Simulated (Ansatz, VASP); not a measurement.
# H in VASP and in Ansatz

Contents of POSCAR:

```
H
1.0
   10.5000000000      0.0000000000      0.0000000000
    0.0000000000     11.0000000000      0.0000000000
    0.0000000000      0.0000000000     11.5000000000
H
1
Direct
    0.5000000000      0.5045454500      0.5000000000
```

Contents of INCAR.step1:

```
  PREC = Accurate
  ENCUT = 440
  ISMEAR = 0
  SIGMA = 0.005
  LREAL = False
  LASPH = True
  NELM = 200
  ISPIN = 2
  MAGMOM = 1.1
  NBANDS = 10
  GGA = PE
  ALGO = Normal
  EDIFF = 1E-5
  LWAVE = True
  LCHARG = False
  GGA_COMPAT = False
  NELMDL = -8
```

The input INCAR.step2:

```
  PREC = Accurate
  ENCUT = 440
  EDIFF = 1E-6
  ISMEAR = 0
  SIGMA = 0.005
  LREAL = False
  LASPH = True
  NELM = 200
  ALGO = Normal
  ISIF = 2
  LWAVE = False
  LCHARG = False
  ISPIN = 2
  MAGMOM = 1.1
  LORBIT = 11
  METAGGA = R2SCAN
  LMIXTAU = True
  NBANDS = 10
  ISTART = 1
  GGA_COMPAT = False
```

Contents of KPOINTS:

```
regular mesh
0
Gamma
  1 1 1
```

Input for Ansatz:

```yaml
crystal:
  lattice:
    - [10.5, 0.0, 0.0]
    - [0.0, 11.0, 0.0]
    - [0.0, 0.0, 11.5]
  atoms:
    - { symbol: H, position: [0.5, 0.50454545, 0.5], spin: 1.1 }
magnetization:
  spin_polarized: true
hamiltonian:
  xc: r2scan
kpoints:
  mp_grid: { grid: [1, 1, 1] }
scf:
  occupations: { method: gaussian, width: 0.005 }
  max_iter: 140
  lower_state_search: "off"
output:
  forces: true
```

Alike in both runs: task single point; functional r2SCAN; k mesh 1 × 1 × 1; occupations gaussian, width 0.005 eV; collinear spin.

|  | VASP | Ansatz |
| --- | --- | --- |
| version | VASP 6.6.1 | Ansatz 0.2.0 |
| potentials or method | VASP PAW PBE potentials, release 64 (H) | scalar-relativistic, plane waves, PAW |
| plane-wave cutoff (eV) | 440 | 500 |
| valence electrons in the cell | 1 | 1 |

```tsv
	VASP	Ansatz	Ansatz less VASP
net moment per atom (μB)	1.00	1.00	0.000
size of the moment on the site where the two differ most (μB)	0.38	1.00	+0.616
```

VASP's potentials were made for PBE, not for r2SCAN. Site moments also hang on the region over which each program counts them. Ansatz's warnings: stability check not made.
